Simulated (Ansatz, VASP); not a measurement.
**One calculation of Sc2Al, two programs**

File INCAR:

```
SYSTEM = Sc2Al
PREC = Accurate ; ENCUT = 520
EDIFF = 1E-6 ; ISMEAR = 0
SIGMA = 0.1 ; LREAL = .FALSE.
LASPH = .TRUE. ; NELM = 100
ALGO = Normal ; ISIF = 2
LWAVE = .FALSE. ; LCHARG = .TRUE.
GGA = PS ; LELF = .TRUE.
LVHAR = .TRUE. ; NBANDS = 34
```

The input KPOINTS:

```
regular mesh
0
G
  3 3 2
  0 0 0
```

POSCAR

```
Sc2Al
1.0
    4.8926114005      0.0000000000      0.0000000000
   -2.4463057002      4.2371257637      0.0000000000
    0.0000000000      0.0000000000      6.1614205700
Sc Al
4 2
Direct
    0.0000000000      0.0000000000      0.0000000000
    0.0000000000      0.0000000000      0.5000000000
    0.3333333333      0.6666666667      0.7500000000
    0.6666666667      0.3333333333      0.2500000000
    0.3333333333      0.6666666667      0.2500000000
    0.6666666667      0.3333333333      0.7500000000
```

Input for Ansatz:

```yaml
crystal:
  lattice:
    - [4.8926114005, 0.0, 0.0]
    - [-2.4463057002, 4.2371257637, 0.0]
    - [0.0, 0.0, 6.16142057]
  atoms:
    - { symbol: Sc, position: [0.0, 0.0, 0.0] }
    - { symbol: Sc, position: [0.0, 0.0, 0.5] }
    - { symbol: Sc, position: [0.3333333333, 0.6666666667, 0.75] }
    - { symbol: Sc, position: [0.6666666667, 0.3333333333, 0.25] }
    - { symbol: Al, position: [0.3333333333, 0.6666666667, 0.25] }
    - { symbol: Al, position: [0.6666666667, 0.3333333333, 0.75] }
basis:
  ecutwfc: 420
kpoints:
  mp_grid: { grid: [3, 3, 2] }
hamiltonian:
  xc: pbesol
scf:
  occupations: { method: gaussian, width: 0.1 }
output:
  forces: true
  stress: true
  eigenvalues: true
```

Alike in both runs: task single point; functional PBEsol; k mesh 3 × 3 × 2; occupations gaussian, width 0.1 eV; no spin polarisation.

|  | VASP | Ansatz |
| --- | --- | --- |
| version | VASP 6.6.1 | Ansatz 0.2.0 |
| potentials or method | VASP PAW PBE potentials, release 64 (Sc_sv, Al), cutoff 520 eV | scalar-relativistic, plane waves, PAW |
| valence electrons in the cell | 50 | 50 |

Ansatz gave:

- gap on the k mesh at the Fermi level (eV): none
- pressure (GPa): -2.0
- traceless stress, the component that is largest in VASP (GPa): 0.28

Q: Which values does VASP return?

A: gap on the k mesh at the Fermi level (eV): none; pressure (GPa): -1.9; traceless stress, the component that is largest in VASP (GPa): 0.27.

VASP's potentials were made for PBE, not for PBEsol. A gap of «none» marks a metal or a gap that the smearing closes. With one functional, cell and mesh, what is left measures potentials, basis and numerics.

The k mesh is coarse, so the values compare programs but aren't converged.
